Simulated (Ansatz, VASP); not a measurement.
**One calculation of CdTe, two programs**

```xyz
2
Lattice="0.0000 3.2129 3.2129 3.2129 0.0000 3.2129 3.2129 3.2129 0.0000" Properties=species:S:1:pos:R:3 pbc="T T T"
Cd    0.0000    0.0000    0.0000
Te    1.6065    1.6065    1.6065
```

Alike in both runs: task single point; functional r2SCAN; k mesh 6 × 6 × 6; no spin polarisation.

|  | VASP | Ansatz |
| --- | --- | --- |
| version | VASP 6.6.1 | Ansatz 0.2.0 |
| potentials or method | VASP PAW PBE potentials, release 64 (Cd, Te) | plane waves, PAW |
| plane-wave cutoff (eV) | 520 | 500 |
| occupations | gaussian, width 0.01 eV | fixed |
| valence electrons in the cell | 18 | 36 |

```csv
,VASP,Ansatz,Ansatz less VASP
gap on the k mesh at the Fermi level (eV),1.36,1.36,+0.004
pressure (GPa),3.0,2.8,-0.14
```

VASP's potentials were made for PBE, not for r2SCAN. VASP's potentials hold 18 valence electrons a cell and Ansatz's 36, so a difference there can come from the potentials and not from the codes.

Neither program's run includes spin-orbit coupling.
